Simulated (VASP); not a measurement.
Input of a VASP 6.6.1 run:

POSCAR

```
TaTi3
1.0
    4.1330540000      0.0000000000      0.0000000000
    0.0000000000      4.1330540000      0.0000000000
    0.0000000000      0.0000000000      4.1330540000
Ti Ta
3 1
Direct
    0.0000000000      0.5000000000      0.5000000000
    0.5000000000      0.0000000000      0.5000000000
    0.5000000000      0.5000000000      0.0000000000
    0.0000000000      0.0000000000      0.0000000000
```

File INCAR.step1:

```
SYSTEM = TaTi3
ALGO = Normal
EDIFF = 1E-4
ENCUT = 520
GGA = PE
ISMEAR = 1
LASPH = .TRUE.
LCHARG = .FALSE.
LREAL = .FALSE.
LWAVE = .TRUE.
NBANDS = 32
NELM = 100
PREC = Accurate
SIGMA = 0.15
```

Contents of INCAR.step2:

```
SYSTEM = TaTi3
ALGO = Normal
EDIFF = 1E-6
ENCUT = 520
ISIF = 2
ISMEAR = 1
ISTART = 1
LASPH = .TRUE.
LCHARG = .FALSE.
LMIXTAU = .TRUE.
LREAL = .FALSE.
LWAVE = .FALSE.
METAGGA = R2SCAN
NBANDS = 32
NELM = 100
PREC = Accurate
SIGMA = 0.15
```

File KPOINTS:

```
k-points
0
G
  6 6 6
  0 0 0
```

Potentials or basis: VASP PAW PBE potentials, release 64 (Ti_sv, Ta_pv).

Run with:

```sh
$ cat potpaw_PBE.64/Ti_sv/POTCAR potpaw_PBE.64/Ta_pv/POTCAR > POTCAR
$ cp INCAR.step1 INCAR
$ mpirun -np 1 vasp_std > vasp.out
$ cp INCAR.step2 INCAR
$ mpirun -np 1 vasp_std > vasp.out
```

(1) Estimate the pressure.

## Answers

(1) -0.7 GPa.

Caveat: the PAW data sets were made with another functional, which shifts forces and pressure a little.
